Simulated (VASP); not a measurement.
# Rh (P6_3/mmc) in VASP: further runs, part 2 of 3

VASP 6.6.1.

### 4 Single point, r2SCAN

This run uses another cell than the first one, of 12.78 Å³/atom.

POSCAR reads:

```
Rh
1.0
    2.6362211798      0.0000000000      0.0000000000
   -1.3181105899      2.2830345118      0.0000000000
    0.0000000000      0.0000000000      4.2478572686
Rh
2
Direct
    0.6666666667      0.3333333333      0.7500000000
    0.3333333333      0.6666666667      0.2500000000
```

INCAR.step1 reads:

```
  PREC = Accurate
  ENCUT = 520
  ISMEAR = 0
  SIGMA = 0.1
  LREAL = False
  LASPH = True
  NELM = 80
  NBANDS = 22
  GGA = PE
  ALGO = Normal
  EDIFF = 1E-4
  LWAVE = True
  LCHARG = False
```

INCAR.step2 reads:

```
  PREC = Accurate
  ENCUT = 520
  EDIFF = 1E-6
  ISMEAR = 0
  SIGMA = 0.1
  LREAL = False
  LASPH = True
  NELM = 80
  ALGO = Normal
  ISIF = 2
  LWAVE = False
  LCHARG = False
  METAGGA = R2SCAN
  LMIXTAU = True
  NBANDS = 22
  ISTART = 1
```

KPOINTS reads:

```
Automatic mesh
0
Gamma
  18 18 10
```

Potentials or basis: VASP PAW PBE potentials, release 64 (Rh_pv).

Run with:

```bash
$ cat potpaw_PBE.64/Rh_pv/POTCAR > POTCAR
$ cp INCAR.step1 INCAR
$ mpirun -np 1 vasp_std > vasp.out
$ cp INCAR.step2 INCAR
$ mpirun -np 1 vasp_std > vasp.out
```

OUTCAR:

```text
PREC = Accurate
   ENCUT = 520
   EDIFF = 1E-6
   ISMEAR = 0
   LREAL = False
   LASPH = True
   NELM = 80
   ISIF = 2
   METAGGA = R2SCAN
   ISTART = 1

 ion  position               nearest neighbor table
   1  0.667  0.333  0.750-   2 2.61   2 2.61   2 2.61   2 2.61   2 2.61   2 2.61
   2  0.333  0.667  0.250-   1 2.61   1 2.61   1 2.61   1 2.61   1 2.61   1 2.61

  LATTYP: Found a hexagonal cell.
 ALAT       =     2.6362211798
 C/A-ratio  =     1.6113432747

  Lattice vectors:

 A1 = (   2.6362211798,   0.0000000000,   0.0000000000)
 A2 = (  -1.3181105899,   2.2830345118,   0.0000000000)
 A3 = (   0.0000000000,   0.0000000000,   4.2478572686)

Analysis of symmetry for initial positions (statically):
=====================================================================
 Subroutine PRICEL returns:
 Original cell was already a primitive cell.

 Routine SETGRP: Setting up the symmetry group for a
 hexagonal supercell.

 Subroutine GETGRP returns: Found 24 space group operations
 (whereof 12 operations were pure point group operations)
 out of a pool of 24 trial point group operations.
[... 162 lines left out ...]
  free energy    TOTEN  =       -48.03055435 eV

  energy without entropy =      -48.01654461  energy(sigma->0) =      -48.02354948

 E-fermi :  13.2523     XC(G=0): -15.7590

 val. band max:       13.2506467580   @ k =   0.0000   0.0000   0.3000
 cond. band min:      13.2583171321   @ k =   0.3889   0.1667   0.2000
 fundamental gap:      0.0076703741
 Fermi energy:        13.2523357537

 k-point     1 :       0.0000    0.0000    0.0000
  band No.  band energies     occupation
      1     -35.8257      2.00000
      2     -34.9183      2.00000
      3     -34.9183      2.00000
      4     -34.7846      2.00000
      5     -34.7702      2.00000
      6     -34.7702      2.00000
[... 589 lines left out ...]
     21      26.2338      0.00000
     22      29.0516      0.00000

 [... further k-points ...]

------------------------ aborting loop because EDIFF is reached ----------------------------------------

  FORCE on cell =-STRESS in cart. coord.  units (eV):
  Direction    XX          YY          ZZ          XY          YZ          ZX
  --------------------------------------------------------------------------------------
  -------------------------------------------------------------------------------------
  Total        4.2558464      4.2558464      4.2837546      0.0000000      0.0000000      0.0000000
  in kB      266.7056930    266.7056930    268.4546510      0.0000000      0.0000000      0.0000000
  external PRESSURE =     267.2886790 kB  Pullay stress =       0.0000000 kB

 VOLUME and BASIS-vectors are now :
 -----------------------------------------------------------------------------
  energy-cutoff  :      520.00
  volume of cell :       25.57
      direct lattice vectors                 reciprocal lattice vectors
     2.636221180  0.000000000  0.000000000     0.379330842  0.219006764  0.000000000
    -1.318110590  2.283034512  0.000000000     0.000000000  0.438013528  0.000000000
     0.000000000  0.000000000  4.247857269     0.000000000  0.000000000  0.235412806

 POSITION                                       TOTAL-FORCE (eV/Angst)
 -----------------------------------------------------------------------------------
      1.31811      0.76101      3.18589        -0.000000      0.000000      0.000000
     -0.00000      1.52202      1.06196         0.000000     -0.000000      0.000000
 -----------------------------------------------------------------------------------
    total drift:                               -0.000000      0.000000     -0.000000

  FREE ENERGIE OF THE ION-ELECTRON SYSTEM (eV)
  ---------------------------------------------------
  free  energy   TOTEN  =       -48.0305543507 eV

  energy  without entropy=      -48.0165446072  energy(sigma->0) =      -48.02354948
```

OUTCAR.step1:

```text
PREC = Accurate
   ENCUT = 520
   ISMEAR = 0
   LREAL = False
   LASPH = True
[... 825 lines left out ...]
      1.31811      0.76101      3.18589         0.000000      0.000000      0.000000
     -0.00000      1.52202      1.06196        -0.000000     -0.000000      0.000000
 -----------------------------------------------------------------------------------
    total drift:                               -0.000000      0.000000     -0.000000

  FREE ENERGIE OF THE ION-ELECTRON SYSTEM (eV)
  ---------------------------------------------------
  free  energy   TOTEN  =       -14.2100138679 eV

  energy  without entropy=      -14.1956449767  energy(sigma->0) =      -14.20282942
```

OSZICAR.step1:

```text
N       E                     dE             d eps       ncg     rms          rms(c)
DAV:   1     0.330045859563E+03    0.33005E+03   -0.18961E+04  9800   0.161E+03
DAV:   2    -0.777780330582E+01   -0.33782E+03   -0.32569E+03 10140   0.481E+02
DAV:   3    -0.150918203063E+02   -0.73140E+01   -0.72705E+01 11460   0.795E+01
DAV:   4    -0.151396249523E+02   -0.47805E-01   -0.47800E-01 10914   0.647E+00
DAV:   5    -0.151403703635E+02   -0.74541E-03   -0.74541E-03 11522   0.832E-01    0.177E+01
DAV:   6    -0.142639263965E+02    0.87644E+00   -0.18069E+00 10758   0.148E+01    0.684E+00
DAV:   7    -0.142168661931E+02    0.47060E-01   -0.79409E-02 11472   0.275E+00    0.256E+00
DAV:   8    -0.142104398134E+02    0.64264E-02   -0.12004E-02 10254   0.127E+00    0.461E-01
DAV:   9    -0.142100045504E+02    0.43526E-03   -0.34522E-04 10810   0.221E-01    0.307E-02
DAV:  10    -0.142100138679E+02   -0.93176E-05   -0.83376E-06  5502   0.298E-02
   1 F= -.14210014E+02 E0= -.14202829E+02  d E =-.143689E-01
```

Run time: 4.7 min. Hardware: 1 thread of Intel Xeon Platinum 8259CL at 2.50GHz (Skylake/Cascade Lake), shared host; peak memory 0.22 GiB.

What came out:

```yaml
Free_energy: -48.0306 eV
Pressure: 26.7 GPa
Band_gap_on_the_k_mesh: zero (bands 15 and 16 overlap by 2.80 eV)
```

Stress tensor (GPa, compression positive):
```
26.67  0.00  0.00
 0.00 26.67  0.00
 0.00  0.00 26.85
```

Levels at points of the mesh, in eV from the Fermi level:
| k point | band 12 | band 13 | band 14 | band 15 | band 16 | band 17 | band 18 | band 19 |
| --- | --- | --- | --- | --- | --- | --- | --- | --- |
| (0.00, 0.00, 0.00) | -2.94 | -2.94 | -2.29 | -2.29 | 0.13 | 0.13 | 0.83 | 9.91 |
| (0.50, 0.00, 0.00) | -2.58 | -2.46 | 0.47 | 0.73 | 0.83 | 3.44 | 5.83 | 11.50 |
| (0.00, 0.00, 0.50) | -3.69 | -3.66 | -3.66 | -0.53 | -0.53 | -0.53 | -0.53 | 15.77 |
| (0.50, 0.00, 0.50) | -2.00 | -0.37 | -0.37 | 0.69 | 0.69 | 2.99 | 2.99 | 10.58 |

Caveat: the cell stands under pressure; the PAW data sets were made with another functional, which shifts forces and pressure a little.

### 5 Single point, r2SCAN

This run uses another cell than the first one, of 13.24 Å³/atom.

POSCAR reads:

```
Rh
1.0
    2.6679753351      0.0000000000      0.0000000000
   -1.3339876676      2.3105344169      0.0000000000
    0.0000000000      0.0000000000      4.2954806963
Rh
2
Direct
    0.6666666667      0.3333333333      0.7500000000
    0.3333333333      0.6666666667      0.2500000000
```

INCAR.step1 reads:

```
SYSTEM = Rh
PREC = Accurate ; ENCUT = 520
ISMEAR = 0 ; SIGMA = 0.1
LREAL = .False. ; LASPH = .True.
NELM = 100 ; NBANDS = 22
GGA = PE ; ALGO = Normal
EDIFF = 1E-4 ; LWAVE = .True.
LCHARG = .False.
```

INCAR.step2 reads:

```
SYSTEM = Rh
PREC = Accurate ; ENCUT = 520
EDIFF = 1E-6 ; ISMEAR = 0
SIGMA = 0.1 ; LREAL = .False.
LASPH = .True. ; NELM = 100
ALGO = Normal ; ISIF = 2
LWAVE = .False. ; LCHARG = .False.
METAGGA = R2SCAN ; LMIXTAU = .True.
NBANDS = 22 ; ISTART = 1
```

KPOINTS reads:

```
regular mesh
0
Gamma
  18 18 10
  0 0 0
```

Potentials or basis: VASP PAW PBE potentials, release 64 (Rh_pv).

Run with:

```bash
$ cat potpaw_PBE.64/Rh_pv/POTCAR > POTCAR
$ cp INCAR.step1 INCAR
$ mpirun -np 1 vasp_std > vasp.out
$ cp INCAR.step2 INCAR
$ mpirun -np 1 vasp_std > vasp.out
```

OUTCAR:

```text
SYSTEM = Rh
   PREC = Accurate
   ENCUT = 520
   EDIFF = 1E-6
   ISMEAR = 0
   LREAL = .False.
   LASPH = .True.
   NELM = 100
   ISIF = 2
   METAGGA = R2SCAN
   ISTART = 1

 ion  position               nearest neighbor table
   1  0.667  0.333  0.750-   2 2.64   2 2.64   2 2.64   2 2.64   2 2.64   2 2.64
   2  0.333  0.667  0.250-   1 2.64   1 2.64   1 2.64   1 2.64   1 2.64   1 2.64

  LATTYP: Found a hexagonal cell.
 ALAT       =     2.6679753351
 C/A-ratio  =     1.6100151451

  Lattice vectors:

 A1 = (   2.6679753351,   0.0000000000,   0.0000000000)
 A2 = (  -1.3339876676,   2.3105344169,   0.0000000000)
 A3 = (   0.0000000000,   0.0000000000,   4.2954806963)

Analysis of symmetry for initial positions (statically):
=====================================================================
 Subroutine PRICEL returns:
 Original cell was already a primitive cell.

 Routine SETGRP: Setting up the symmetry group for a
 hexagonal supercell.

 Subroutine GETGRP returns: Found 24 space group operations
 (whereof 12 operations were pure point group operations)
 out of a pool of 24 trial point group operations.

The static configuration has the point symmetry D_3d.
 The point group associated with its full space group is D_6h.

Analysis of symmetry for dynamics (positions and initial velocities):
=====================================================================
 Subroutine PRICEL returns:
 Original cell was already a primitive cell.

 Routine SETGRP: Setting up the symmetry group for a
 hexagonal supercell.

 Subroutine GETGRP returns: Found 24 space group operations
 (whereof 12 operations were pure point group operations)
 out of a pool of 24 trial point group operations.

The dynamic configuration has the point symmetry D_3d.
 The point group associated with its full space group is D_6h.

 Subroutine INISYM returns: Found 24 space group operations
 (whereof 12 operations are pure point group operations),
 and found     1 'primitive' translations

----------------------------------------------------------------------------------------

                                     Primitive cell

  volume of cell :      26.4793

  direct lattice vectors                    reciprocal lattice vectors
     2.667975335  0.000000000  0.000000000     0.374816059  0.216400152  0.000000000
    -1.333987668  2.310534417  0.000000000     0.000000000  0.432800305  0.000000000
     0.000000000  0.000000000  4.295480696     0.000000000  0.000000000  0.232802815

  length of vectors
     2.667975335  2.667975335  4.295480696     0.432800305  0.432800305  0.232802815

  position of ions in fractional coordinates (direct lattice)
     0.666666667  0.333333333  0.750000000
     0.333333333  0.666666667  0.250000000

  ion indices of the primitive-cell ions
   primitive index   ion index
                 1           1
                 2           2

----------------------------------------------------------------------------------------

 KPOINTS: regular mesh

Automatic generation of k-mesh.
 Grid dimensions read from file:
 generate k-points for:   18   18   10

 Generating k-lattice:

  Cartesian coordinates                     Fractional coordinates (reciprocal lattice)
     0.020823114  0.012022231  0.000000000     0.055555556  0.000000000  0.000000000
     0.000000000  0.024044461  0.000000000     0.000000000  0.055555556  0.000000000
     0.000000000  0.000000000  0.023280282     0.000000000  0.000000000  0.100000000

  Length of vectors
     0.024044461  0.024044461  0.023280282

  Shift w.r.t. Gamma in fractional coordinates (k-lattice)
     0.000000000  0.000000000  0.000000000

 Subroutine IBZKPT returns following result:
 ===========================================

 Found    222 irreducible k-points:

 Following reciprocal coordinates:
            Coordinates               Weight
  0.000000  0.000000  0.000000      1.000000
  0.055556  0.000000  0.000000      6.000000
  0.111111  0.000000  0.000000      6.000000
  0.166667 -0.000000  0.000000      6.000000
  0.222222 -0.000000  0.000000      6.000000
  0.277778 -0.000000  0.000000      6.000000
[... 16 lines left out ...]
  0.333333  0.111111  0.000000     12.000000
  0.388889  0.111111  0.000000     12.000000
 [... further k-points ...]
   k-points           NKPTS =    222   k-points in BZ     NKDIM =    222   number of bands    NBANDS=     22
   number of dos      NEDOS =    301   number of ions     NIONS =      2
   total plane-waves  NPLWV =  12800
   dimension x,y,z NGX =    20 NGY =   20 NGZ =   32
   dimension x,y,z NGXF=    40 NGYF=   40 NGZF=   64
   ions per type =               2
   NGX,Y,Z   is equivalent  to a cutoff of  12.46, 12.46, 12.38 a.u.
   NGXF,Y,Z  is equivalent  to a cutoff of  24.92, 24.92, 24.77 a.u.
 SYSTEM =  Rh
   PREC   = accura    normal or accurate (medium, high low for compatibility)
   ISTART =      1    job   : 0-new  1-cont  2-samecut
   ICHARG =      0    charge: 1-file 2-atom 10-const
   ISPIN  =      1    spin polarized calculation?
   LNONCOLLINEAR =      F non collinear calculations
   LSORBIT =      F    spin-orbit coupling
   LASPH  =      T    aspherical Exc in radial PAW
   ENCUT  =  520.0 eV  38.22 Ry    6.18 a.u.   4.96  4.96  7.99*2*pi/ulx,y,z
   NELM   =    100;   NELMIN=  2; NELMDL=  0     # of ELM steps
   EDIFF  = 0.1E-05   stopping-criterion for ELM
   LREAL  =      F    real-space projection
   EDIFFG = 0.1E-04   stopping-criterion for IOM
   NSW    =      0    number of steps for IOM
   IBRION =     -1    ionic relax: 0-MD 1-quasi-New 2-CG
   NFREE  =      0    steps in history (QN), initial steepest desc. (CG)
   ISIF   =      2    stress and relaxation
   ISYM   =      2    0-nonsym 1-usesym 2-fastsym
   POTIM  = 0.5000    time-step for ionic-motion
   TEBEG  =    0.0;   TEEND  =   0.0 temperature during run
   PSTRESS=    0.0 pullay stress
   NELECT =      30.0000    total number of electrons
   NUPDOWN=      -1.0000    fix difference up-down
   EMIN   =  10.00;   EMAX   =-10.00  energy-range for DOS
   EFERMI =   0.00;   METHOD = LEGACY
   ISMEAR =     0;   SIGMA  =   0.10  broadening in eV -4-tet -1-fermi 0-gaus
   EFERMI_NEDOS =   21; number of points for ismear=-14 and -15
   IALGO  =     38    algorithm
   IMIX   =      4    mixing-type and parameters
     AMIX     =   0.40;   BMIX     =  1.00
     AMIX_MAG =   1.60;   BMIX_MAG =  1.00
  volume/ion in A,a.u.               =      13.24        89.35
  Fermi-wavevector in a.u.,A,eV,Ry     =   1.706658  3.225117 39.629452  2.912683
  Thomas-Fermi vector in A             =   2.785654
   LORBIT       =      0    0 simple, 1 ext, 2 COOP (PROOUT), +10 PAW based schemes
   METAGGA = R2SCAN    functional components
   LHFCALC =     F    Hartree Fock is set to
   AEXX    =    0.0000 exact exchange contribution
   IVDW    =     0    specifies the selected vdW correction
   LEPSILON=     F    determine dielectric tensor
   LRPA    =     F    only Hartree local field effects (RPA)
 non-spin polarized calculation
 Gauss-broadening in eV      SIGMA  =   0.10
  energy-cutoff  :      520.00
  volume of cell :       26.48
 maximum number of plane-waves:       744
 NGX is ok and might be reduce to    20
   NGX =  9   NGY =  9   NGZ = 15

 number of electron      29.9999993 magnetization

 Free energy of the ion-electron system (eV)
  ---------------------------------------------------
  ext. energy  EPLUGINS =         0.00000000
  ---------------------------------------------------
  free energy    TOTEN  =       -48.14441167 eV

  energy without entropy =      -48.12965200  energy(sigma->0) =      -48.13703183

 E-fermi :  12.5619     XC(G=0): -15.4923

 val. band max:       12.5583985159   @ k =   0.0000   0.0000   0.3000
 cond. band min:      12.5694774730   @ k =   0.0556   0.0000   0.3000
 fundamental gap:      0.0110789570
 Fermi energy:        12.5618663686

 k-point     1 :       0.0000    0.0000    0.0000
  band No.  band energies     occupation
      1     -36.3324      2.00000
      2     -35.5234      2.00000
      3     -35.5234      2.00000
      4     -35.4057      2.00000
      5     -35.3902      2.00000
      6     -35.3902      2.00000
[... 14 lines left out ...]
     21      29.8000      0.00000
     22      29.8004      0.00000
[... 552 lines left out ...]
  band No.  band energies     occupation
      1     -36.1406      2.00000
      2     -35.9988      2.00000
      3     -35.9352      2.00000
      4     -35.7566      2.00000
      5     -35.6322      2.00000
      6     -35.5504      2.00000
[... 14 lines left out ...]
     21      25.2996      0.00000
     22      28.2158      0.00000

 [... further k-points ...]

------------------------ aborting loop because EDIFF is reached ----------------------------------------

  FORCE on cell =-STRESS in cart. coord.  units (eV):
  Direction    XX          YY          ZZ          XY          YZ          ZX
  --------------------------------------------------------------------------------------
  -------------------------------------------------------------------------------------
  Total        2.2194242      2.2194242      2.2404808     -0.0000000      0.0000000      0.0000000
  in kB      134.2903717    134.2903718    135.5644376     -0.0000000      0.0000000      0.0000000
  external PRESSURE =     134.7150604 kB  Pullay stress =       0.0000000 kB

 VOLUME and BASIS-vectors are now :
 -----------------------------------------------------------------------------
  energy-cutoff  :      520.00
  volume of cell :       26.48
      direct lattice vectors                 reciprocal lattice vectors
     2.667975335  0.000000000  0.000000000     0.374816059  0.216400152  0.000000000
    -1.333987668  2.310534417  0.000000000     0.000000000  0.432800305  0.000000000
     0.000000000  0.000000000  4.295480696     0.000000000  0.000000000  0.232802815

 POSITION                                       TOTAL-FORCE (eV/Angst)
 -----------------------------------------------------------------------------------
      1.33399      0.77018      3.22161        -0.000000      0.000000      0.000000
     -0.00000      1.54036      1.07387         0.000000     -0.000000      0.000000
 -----------------------------------------------------------------------------------
    total drift:                               -0.000000      0.000000     -0.000000

  FREE ENERGIE OF THE ION-ELECTRON SYSTEM (eV)
  ---------------------------------------------------
  free  energy   TOTEN  =       -48.1444116684 eV

  energy  without entropy=      -48.1296520009  energy(sigma->0) =      -48.13703183
```

Wall time 4.9 min (1 thread of Intel Xeon Platinum 8259CL at 2.50GHz (Skylake/Cascade Lake), shared host); peak memory 0.22 GiB.

Results:

- Free energy: -48.1444 eV
- Pressure: 13.5 GPa
- Band gap on the k mesh: zero (bands 15 and 16 overlap by 2.64 eV)

Caveat: the cell stands under pressure; the PAW data sets were made with another functional, which shifts forces and pressure a little.

[end of part 2 of 3]
